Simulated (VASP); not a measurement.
Wanted: the native input for a VASP 6.6.1 run.

- Task: single point
- Functional: PBE
- Potentials or basis: VASP PAW PBE potentials, release 64 (H, Pt)
- Cutoff: 520 eV
- k mesh: 24 × 24 × 24
- Occupations: gaussian, width 0.1 eV
- Spin: no spin polarisation
- Dipole correction: no
- Further INCAR settings: ALGO = Normal; EDIFF = 1e-06; NBANDS = 18

The structure of HPt2 lies in POSCAR:

```
HPt2
1.0
   -1.3629360517      1.3629360517      4.7686108480
    1.3629360517     -1.3629360517      4.7686108480
    1.3629360517      1.3629360517     -4.7686108480
H Pt
1 2
Direct
    0.0000000000      0.0000000000      0.0000000000
    0.6389175444      0.6389175444      0.0000000000
    0.3610824556      0.3610824556      0.0000000000
```

One way to write it, as run:

INCAR

```
PREC = Accurate
ENCUT = 520
EDIFF = 1E-6
ISMEAR = 0
SIGMA = 0.1
LREAL = False
LASPH = True
NELM = 100
ALGO = Normal
ISIF = 2
LWAVE = False
LCHARG = True
GGA = PE
LELF = True
LVHAR = True
NBANDS = 18
```

KPOINTS

```
Automatic mesh
0
Gamma
  24 24 24
```

Potentials or basis: VASP PAW PBE potentials, release 64 (H, Pt).

Run with:

```sh
$ cat potpaw_PBE.64/H/POTCAR potpaw_PBE.64/Pt/POTCAR > POTCAR
$ mpirun -np 1 vasp_std > vasp.out
```

It gave:

```
Pressure      : -0.4 GPa
Largest force : 0.004 eV/Å
```

It took 8.8 min on 1 thread of Intel(R) Xeon(R) 6975P-C (Granite Rapids) (shared host), peak memory 0.73 GiB.
